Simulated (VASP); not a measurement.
Input of a VASP 6.6.1 run:

The input INCAR:

```
PREC     = Accurate       # precision mode
ENCUT    = 500            # plane-wave cutoff, eV
EDIFF    = 1E-6           # SCF threshold, eV
ISMEAR   = 0              # smearing method
SIGMA    = 0.02           # smearing width, eV
LREAL    = False          # projectors in reciprocal space
LASPH    = True           # aspherical terms in the spheres
NELM     = 120            # most SCF steps
ALGO     = Normal         # electronic algorithm
ISIF     = 2              # what is computed and relaxed
LWAVE    = False          # write WAVECAR
LCHARG   = False          # write CHGCAR
GGA      = CA             # functional
NBANDS   = 16             # bands
GGA_COMPAT= False
```

KPOINTS

```
Automatic mesh
0
Gamma
  8 8 8
```

POSCAR

```
GaP
1.0
    0.0000000000      2.6956550355      2.6956550355
    2.6956550355      0.0000000000      2.6956550355
    2.6956550355      2.6956550355      0.0000000000
Ga P
1 1
Direct
    0.0000000000      0.0000000000      0.0000000000
    0.2500000000      0.2500000000      0.2500000000
```

Potentials or basis: VASP PAW LDA potentials, release 64 (Ga_d, P).

Launch:

```bash
$ cat potpaw_LDA.64/Ga_d/POTCAR potpaw_LDA.64/P/POTCAR > POTCAR
$ mpirun -np 1 vasp_std > vasp.out
```

Q: Estimate the pressure.

A: 0.1 GPa.

Q: Predict the band gap on the k mesh.

A: 1.43 eV, indirect (least direct gap 1.91 eV).

A k mesh can miss the band edges. As with any semilocal functional, this LDA gap is likely too small.
